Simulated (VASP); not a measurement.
PtS2:

```xyz
3
Lattice="3.6576 0.0000 0.0000 -1.8288 3.1676 0.0000 0.0000 0.0000 5.2015" Properties=species:S:1:pos:R:3 pbc="T T T"
Pt    0.0000    0.0000    0.0000
S     1.8288    1.0559    4.0207
S     0.0000    2.1117    1.1807
```

- Program: VASP 6.6.1
- Task: relaxation of cell and atoms
- Functional: optB88-vdW
- Potentials or basis: VASP PAW PBE potentials, release 64 (Pt, S)
- Cutoff: 690 eV
- k mesh: 9 × 9 × 6
- Occupations: gaussian, width 0.03 eV
- Spin: no spin polarisation

At the start: pressure -1.5 GPa; volume 20.09 Å³/atom.

Q: How do energy, volume and symmetry change on relaxing?

A: Over 31 steps the energy falls by 14.3 meV/atom and the volume is 18.95 Å³/atom (-5.7 %); space group P-3m1 (No. 164, to 0.1 Å) before and after.

Step by step:
```csv
step,energy change (eV),largest force (eV/Å),pressure (GPa),volume (Å³)
1,0.0000,0.3471,-1.47,60.26
2,-0.0241,0.4329,1.48,58.66
3,-0.0242,0.4390,1.73,58.54
4,-0.0370,0.0660,0.03,58.83
5,-0.0370,0.0453,-0.07,58.84
6,-0.0375,0.0431,-0.12,58.80
7,-0.0387,0.0364,-0.30,58.65
8,-0.0400,0.0243,-0.65,58.35
9,-0.0402,0.0175,-0.81,58.20
10,-0.0404,0.0234,-0.73,58.13
11,-0.0410,0.0410,-0.57,57.94
12,-0.0417,0.0780,-0.19,57.56
13,-0.0413,0.1507,0.60,56.80
14,-0.0418,0.1047,0.11,57.27
15,-0.0421,0.0953,0.11,57.22
16,-0.0427,0.0661,0.08,57.05
17,-0.0432,0.0085,0.02,56.73
18,-0.0432,0.0051,0.03,56.71
19,-0.0432,0.0022,-0.01,56.73
20,-0.0432,0.0005,-0.04,56.76
21,-0.0432,0.0059,-0.10,56.81
22,-0.0432,0.0025,-0.05,56.78
23,-0.0432,0.0043,-0.08,56.79
24,-0.0432,0.0044,-0.07,56.80
25,-0.0432,0.0026,-0.05,56.82
26,-0.0432,0.0008,0.00,56.85
27,-0.0430,0.0014,0.01,56.85
28,-0.0430,0.0016,-0.02,56.86
29,-0.0430,0.0021,-0.01,56.86
30,-0.0430,0.0007,-0.01,56.86
31,-0.0430,0.0001,0.00,56.86
```

Final structure:
```xyz
3
Lattice="3.5983 0.0000 0.0000 -1.7992 3.1162 0.0000 0.0000 0.0000 5.0705" Properties=species:S:1:pos:R:3 pbc="T T T"
Pt    0.0000    0.0000    0.0000
S     1.7992    1.0387    3.8354
S     0.0000    2.0775    1.2351
```

Where two steps share one volume, the run began anew on that cell with a basis built for it.

Caveat: the PAW data sets were made with another functional, which shifts forces and pressure a little.
